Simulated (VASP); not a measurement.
Input of a VASP 6.6.1 run:

The input INCAR:

```
SYSTEM = AlN
PREC = Accurate
ENCUT = 520
EDIFF = 1E-6
ISMEAR = -1
SIGMA = 0.02
LREAL = .False.
LASPH = .True.
NELM = 60
ALGO = Normal
ISIF = 2
LWAVE = .False.
LCHARG = .False.
GGA = PE
IBRION = 2
NSW = 80
EDIFFG = -0.02
```

Contents of KPOINTS:

```
Automatic mesh
0
Gamma
  11 11 6
  0 0 0
```

Contents of POSCAR:

```
AlN
1.0
    3.1100000000      0.0000000000      0.0000000000
   -1.5550000000      2.6933390058      0.0000000000
    0.0000000000      0.0000000000      4.9302000000
Al N
2 2
Direct
    0.6666666667      0.3333333333      0.0000000000
    0.3333333333      0.6666666667      0.5000000000
    0.6666666667      0.3333333333      0.3820000000
    0.3333333333      0.6666666667      0.8820000000
```

Potentials or basis: VASP PAW PBE potentials, release 64 (Al, N).

Launch:

```bash
$ cat potpaw_PBE.64/Al/POTCAR potpaw_PBE.64/N/POTCAR > POTCAR
$ mpirun -np 1 vasp_std > vasp.out
```

Task: Predict the energy gained by relaxing.

Result: 0.3 meV/atom.

Task: Estimate the band gap on the k mesh.

Result: 4.25 eV.

Final structure:
```xyz
4
Lattice="3.1100 0.0000 0.0000 -1.5550 2.6933 0.0000 0.0000 0.0000 4.9302" Properties=species:S:1:pos:R:3 pbc="T T T"
Al    1.5550    0.8978    4.9254
Al    0.0000    1.7956    2.4603
N     1.5550    0.8978    1.8881
N     0.0000    1.7956    4.3532
```

Caveat: the cell differs from its parent crystal (z stretched by -1 %). A k mesh can miss the band edges.
